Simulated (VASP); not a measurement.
# SiC (Moissanite 3C) (F-43m) in VASP: a series of runs

The runs below take SiC (Moissanite 3C) through single point, with PBE, RPBE+D4.

All numbers are computed with VASP 6.6.1; they aren't measurements. Logs are shortened: lines on timing, memory, paths and dates and some standing lists are left out, and cuts for length are marked.

### 1 The cell of the first run

The structure is cubic, space group F-43m (No. 216). The conventional cell has a = 4.358 Å, b = 4.358 Å, c = 4.358 Å, α = 90.00°, β = 90.00°, γ = 90.00°. Si (site symmetry -43m) has 4 C at 1.89 Å within 2.5 Å. C (site symmetry -43m) has 4 Si at 1.89 Å within 2.5 Å.

### 2 Single point, PBE

The input, INCAR:

```
ALGO = Normal
EDIFF = 1E-6
ENCUT = 600
GGA = PE
GGA_COMPAT = F
ISIF = 2
ISMEAR = -1
LASPH = T
LCHARG = F
LREAL = F
LWAVE = F
NBANDS = 11
NELM = 120
PREC = Accurate
SIGMA = 0.05
```

The input, KPOINTS:

```
k-points
0
Gamma
  8 8 8
```

The input, POSCAR:

```
SiC
1.0
    0.0000000000      2.1790000000      2.1790000000
    2.1790000000      0.0000000000      2.1790000000
    2.1790000000      2.1790000000      0.0000000000
Si C
1 1
Direct
    0.0000000000      0.0000000000      0.0000000000
    0.7500000000      0.7500000000      0.7500000000
```

Potentials or basis: VASP PAW PBE potentials, release 64 (Si, C).

On the command line:

```
$ cat potpaw_PBE.64/Si/POTCAR potpaw_PBE.64/C/POTCAR > POTCAR
$ mpirun -np 1 vasp_std > vasp.out
```

OUTCAR:

```text
EDIFF = 1E-6
   ENCUT = 600
   GGA = PE
   ISIF = 2
   ISMEAR = -1
   LASPH = T
   LREAL = F
   NELM = 120
   PREC = Accurate

 ion  position               nearest neighbor table
   1  0.000  0.000  0.000-   2 1.89   2 1.89   2 1.89   2 1.89
   2  0.750  0.750  0.750-   1 1.89   1 1.89   1 1.89   1 1.89

  LATTYP: Found a face centered cubic cell.
 ALAT       =     4.3580000000

  Lattice vectors:

 A1 = (   0.0000000000,   2.1790000000,   2.1790000000)
 A2 = (   2.1790000000,   0.0000000000,   2.1790000000)
 A3 = (   2.1790000000,   2.1790000000,   0.0000000000)

Analysis of symmetry for initial positions (statically):
=====================================================================
 Subroutine PRICEL returns:
 Original cell was already a primitive cell.

 Routine SETGRP: Setting up the symmetry group for a
 face centered cubic supercell.

 Subroutine GETGRP returns: Found 24 space group operations
 (whereof 24 operations were pure point group operations)
 out of a pool of 48 trial point group operations.

The static configuration has the point symmetry T_d .

Analysis of symmetry for dynamics (positions and initial velocities):
=====================================================================
 Subroutine PRICEL returns:
 Original cell was already a primitive cell.

 Routine SETGRP: Setting up the symmetry group for a
 face centered cubic supercell.

 Subroutine GETGRP returns: Found 24 space group operations
 (whereof 24 operations were pure point group operations)
 out of a pool of 48 trial point group operations.

The dynamic configuration has the point symmetry T_d .

 Subroutine INISYM returns: Found 24 space group operations
 (whereof 24 operations are pure point group operations),
 and found     1 'primitive' translations

----------------------------------------------------------------------------------------

                                     Primitive cell

  volume of cell :      20.6920

  direct lattice vectors                    reciprocal lattice vectors
     0.000000000  2.179000000  2.179000000    -0.229463056  0.229463056  0.229463056
     2.179000000  0.000000000  2.179000000     0.229463056 -0.229463056  0.229463056
     2.179000000  2.179000000  0.000000000     0.229463056  0.229463056 -0.229463056

  length of vectors
     3.081571352  3.081571352  3.081571352     0.397441672  0.397441672  0.397441672

  position of ions in fractional coordinates (direct lattice)
     0.000000000  0.000000000  0.000000000
     0.750000000  0.750000000  0.750000000

  ion indices of the primitive-cell ions
   primitive index   ion index
                 1           1
                 2           2

----------------------------------------------------------------------------------------

 KPOINTS: k-points

Automatic generation of k-mesh.
 Grid dimensions read from file:
 generate k-points for:    8    8    8

 Generating k-lattice:

  Cartesian coordinates                     Fractional coordinates (reciprocal lattice)
    -0.028682882  0.028682882  0.028682882     0.125000000  0.000000000  0.000000000
     0.028682882 -0.028682882  0.028682882     0.000000000  0.125000000  0.000000000
     0.028682882  0.028682882 -0.028682882     0.000000000  0.000000000  0.125000000

  Length of vectors
     0.049680209  0.049680209  0.049680209

  Shift w.r.t. Gamma in fractional coordinates (k-lattice)
     0.000000000  0.000000000  0.000000000

 Subroutine IBZKPT returns following result:
 ===========================================

 Found     29 irreducible k-points:

 Following reciprocal coordinates:
            Coordinates               Weight
  0.000000  0.000000  0.000000      1.000000
  0.125000  0.000000  0.000000      8.000000
  0.250000  0.000000  0.000000      8.000000
  0.375000  0.000000  0.000000      8.000000
  0.500000  0.000000  0.000000      4.000000
  0.125000  0.125000  0.000000      6.000000
[... 16 lines left out ...]
  0.500000  0.250000  0.125000     48.000000
 -0.375000  0.250000  0.125000     24.000000
 [... further k-points ...]
   k-points           NKPTS =     29   k-points in BZ     NKDIM =     29   number of bands    NBANDS=     11
   number of dos      NEDOS =    301   number of ions     NIONS =      2
   total plane-waves  NPLWV =  21952
   dimension x,y,z NGX =    28 NGY =   28 NGZ =   28
   dimension x,y,z NGXF=    56 NGYF=   56 NGZF=   56
   ions per type =               1   1
   NGX,Y,Z   is equivalent  to a cutoff of  15.11, 15.11, 15.11 a.u.
   NGXF,Y,Z  is equivalent  to a cutoff of  30.21, 30.21, 30.21 a.u.
 SYSTEM =  unknown system
   PREC   = accura    normal or accurate (medium, high low for compatibility)
   ISTART =      0    job   : 0-new  1-cont  2-samecut
   ICHARG =      2    charge: 1-file 2-atom 10-const
   ISPIN  =      1    spin polarized calculation?
   LNONCOLLINEAR =      F non collinear calculations
   LSORBIT =      F    spin-orbit coupling
   LASPH  =      T    aspherical Exc in radial PAW
   ENCUT  =  600.0 eV  44.10 Ry    6.64 a.u.   6.15  6.15  6.15*2*pi/ulx,y,z
   NELM   =    120;   NELMIN=  2; NELMDL= -5     # of ELM steps
   EDIFF  = 0.1E-05   stopping-criterion for ELM
   LREAL  =      F    real-space projection
   EDIFFG = 0.1E-04   stopping-criterion for IOM
   NSW    =      0    number of steps for IOM
   IBRION =     -1    ionic relax: 0-MD 1-quasi-New 2-CG
   NFREE  =      0    steps in history (QN), initial steepest desc. (CG)
   ISIF   =      2    stress and relaxation
   ISYM   =      2    0-nonsym 1-usesym 2-fastsym
   POTIM  = 0.5000    time-step for ionic-motion
   TEBEG  =    0.0;   TEEND  =   0.0 temperature during run
   PSTRESS=    0.0 pullay stress
   NELECT =       8.0000    total number of electrons
   NUPDOWN=      -1.0000    fix difference up-down
   EMIN   =  10.00;   EMAX   =-10.00  energy-range for DOS
   EFERMI =   0.00;   METHOD = LEGACY
   ISMEAR =    -1;   SIGMA  =   0.05  broadening in eV -4-tet -1-fermi 0-gaus
   EFERMI_NEDOS =   21; number of points for ismear=-14 and -15
   IALGO  =     38    algorithm
   IMIX   =      4    mixing-type and parameters
     AMIX     =   0.40;   BMIX     =  1.00
     AMIX_MAG =   1.60;   BMIX_MAG =  1.00
  volume/ion in A,a.u.               =      10.35        69.82
  Fermi-wavevector in a.u.,A,eV,Ry     =   1.192626  2.253736 19.352338  1.422357
  Thomas-Fermi vector in A             =   2.328660
   LORBIT       =      0    0 simple, 1 ext, 2 COOP (PROOUT), +10 PAW based schemes
   GGA     = PE    functional components
   LHFCALC =     F    Hartree Fock is set to
   AEXX    =    0.0000 exact exchange contribution
   IVDW    =     0    specifies the selected vdW correction
   LEPSILON=     F    determine dielectric tensor
   LRPA    =     F    only Hartree local field effects (RPA)
 non-spin polarized calculation
  energy-cutoff  :      600.00
  volume of cell :       20.69
 maximum number of plane-waves:       701
 NGX is ok and might be reduce to    28
   NGX = 13   NGY = 13   NGZ = 13

 number of electron       8.0000000 magnetization

 Free energy of the ion-electron system (eV)
  ---------------------------------------------------
  ext. energy  EPLUGINS =         0.00000000
  ---------------------------------------------------
  free energy    TOTEN  =       -15.05806667 eV

  energy without entropy =      -15.05806665  energy(sigma->0) =      -15.05806666

 E-fermi :   8.7914     XC(G=0): -11.3559

 val. band max:        8.1072452172   @ k =   0.0000   0.0000   0.0000
 cond. band min:       9.4637687431   @ k =   0.5000   0.5000   0.0000
 fundamental gap:      1.3565235259
 Fermi energy:         8.7913511996

 k-point     1 :       0.0000    0.0000    0.0000
  band No.  band energies     occupation
      1      -7.2963      2.00000
      2       8.1072      2.00000
      3       8.1072      2.00000
      4       8.1072      2.00000
      5      14.3405      0.00000
      6      15.4145      0.00000
      7      15.4145      0.00000
      8      15.4145      0.00000
      9      22.6138      0.00000
     10      22.6138      0.00000
     11      24.5875      0.00000

 k-point     2 :       0.1250    0.0000    0.0000
  band No.  band energies     occupation
      1      -6.9916      2.00000
      2       6.6236      2.00000
      3       7.9064      2.00000
      4       7.9064      2.00000
      5      14.5797      0.00000
      6      15.7660      0.00000
      7      15.7660      0.00000
      8      15.9406      0.00000
      9      21.3949      0.00000
     10      21.3949      0.00000
     11      24.1664      0.00000

 k-point     3 :       0.2500    0.0000    0.0000
  band No.  band energies     occupation
      1      -6.1008      2.00000
      2       3.8158      2.00000
      3       7.5016      2.00000
      4       7.5016      2.00000
      5      14.0967      0.00000
      6      16.0157      0.00000
      7      16.0157      0.00000
      8      17.4597      0.00000
      9      21.2253      0.00000
     10      21.2253      0.00000
     11      23.2484      0.00000

 k-point     4 :       0.3750    0.0000    0.0000
  band No.  band energies     occupation
      1      -4.7465      2.00000
      2       1.0780      2.00000
      3       7.1745      2.00000
      4       7.1745      2.00000
      5      13.6833      0.00000
      6      15.5880      0.00000
      7      15.5880      0.00000
      8      18.1285      0.00000
      9      23.2159      0.00000
     10      23.2159      0.00000
     11      23.6422      0.00000
[... 239 lines left out ...]
 k-point    22 :       0.3750    0.2500    0.1250
  band No.  band energies     occupation
      1      -5.3265      2.00000
      2       3.6233      2.00000
      3       5.2503      2.00000
      4       6.8342      2.00000
      5      13.4734      0.00000
      6      15.7354      0.00000
      7      16.5760      0.00000
      8      18.1771      0.00000
      9      20.3484      0.00000
     10      24.1075      0.00000
     11      27.5299      0.00000

 k-point    23 :       0.5000    0.2500    0.1250
  band No.  band energies     occupation
      1      -4.0258      2.00000
      2       1.5954      2.00000
      3       4.5116      2.00000
      4       6.1858      2.00000
      5      13.4126      0.00000
      6      15.7008      0.00000
      7      17.3065      0.00000
      8      18.5582      0.00000
      9      21.4922      0.00000
     10      24.6042      0.00000
     11      27.4409      0.00000

 k-point    24 :      -0.3750    0.2500    0.1250
  band No.  band energies     occupation
      1      -3.0815      2.00000
      2       0.2809      2.00000
      3       4.3998      2.00000
      4       5.8497      2.00000
      5      13.3553      0.00000
      6      15.3831      0.00000
      7      18.2561      0.00000
      8      19.1076      0.00000
      9      21.5306      0.00000
     10      24.3299      0.00000
     11      27.4340      0.00000

 [... further k-points ...]
[... 5 lines left out ...]
  --------------------------------------------------------------------------------------
  -------------------------------------------------------------------------------------
  Total        0.3978605      0.3978605      0.3978605      0.0000000      0.0000000      0.0000000
  in kB       30.8063102     30.8063102     30.8063102      0.0000000      0.0000000      0.0000000
  external PRESSURE =      30.8063102 kB  Pullay stress =       0.0000000 kB

 VOLUME and BASIS-vectors are now :
 -----------------------------------------------------------------------------
  energy-cutoff  :      600.00
  volume of cell :       20.69
      direct lattice vectors                 reciprocal lattice vectors
     0.000000000  2.179000000  2.179000000    -0.229463056  0.229463056  0.229463056
     2.179000000  0.000000000  2.179000000     0.229463056 -0.229463056  0.229463056
     2.179000000  2.179000000  0.000000000     0.229463056  0.229463056 -0.229463056

 POSITION                                       TOTAL-FORCE (eV/Angst)
 -----------------------------------------------------------------------------------
      0.00000      0.00000      0.00000         0.000000      0.000000      0.000000
      3.26850      3.26850      3.26850        -0.000000     -0.000000     -0.000000
 -----------------------------------------------------------------------------------
    total drift:                                0.000000      0.000000      0.000000

  FREE ENERGIE OF THE ION-ELECTRON SYSTEM (eV)
  ---------------------------------------------------
  free  energy   TOTEN  =       -15.0580666711 eV

  energy  without entropy=      -15.0580666458  energy(sigma->0) =      -15.05806666
```

Run time: 10 s. Hardware: 1 thread of Intel Xeon Platinum 8488C (Sapphire Rapids), shared host; peak memory 0.15 GiB.

What came out:

| Quantity | Value |
| --- | --- |
| Free energy | -15.0581 eV |
| Pressure | 3.1 GPa |
| Band gap on the k mesh | 1.36 eV, indirect (least direct gap 4.54 eV) |

Levels at points of the mesh, in eV from the valence-band top:
```tsv
k point	band 2	band 3	band 4	band 5	band 6	band 7
(0.00, 0.00, 0.00)	0.00	0.00	0.00	6.23	7.31	7.31
(0.50, 0.00, 0.00)	-8.53	-1.05	-1.05	5.43	7.23	7.23
(0.50, 0.50, 0.00)	-7.79	-3.19	-3.19	1.36	4.32	14.03
```

[end of part 1 of 2]
